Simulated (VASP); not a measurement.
A run of VASP 6.6.1 is set up as follows.

File INCAR:

```
PREC = Accurate
ENCUT = 500
EDIFF = 1E-6
ISMEAR = 0
SIGMA = 0.03
LREAL = False
LASPH = True
NELM = 120
ALGO = Normal
ISIF = 2
LWAVE = False
LCHARG = False
GGA = PS
NBANDS = 17
GGA_COMPAT = False
```

KPOINTS

```
Automatic mesh
0
Gamma
  10 10 10
```

POSCAR

```
SnTe
1.0
    0.0000000000      3.3143250000      3.3143250000
    3.3143250000      0.0000000000      3.3143250000
    3.3143250000      3.3143250000      0.0000000000
Sn Te
1 1
Direct
    0.0000000000      0.0000000000      0.0000000000
    0.5000000000      0.5000000000      0.5000000000
```

Potentials or basis: VASP PAW PBE potentials, release 64 (Sn_d, Te).

Launch:

```sh
$ cat potpaw_PBE.64/Sn_d/POTCAR potpaw_PBE.64/Te/POTCAR > POTCAR
$ mpirun -np 1 vasp_std > vasp.out
```

(1) What does it give for the pressure?

(2) Predict the band gap on the k mesh.

Answers

(1) -5.3 GPa.

(2) 0.25 eV.

Caveat: the cell differs from its parent crystal (strain +0.050 along x and y, +0.050 along z); the cell stands under tension; the PAW data sets were made with another functional, which shifts forces and pressure a little; spin-orbit coupling is left out, which moves the levels of the heavy elements.
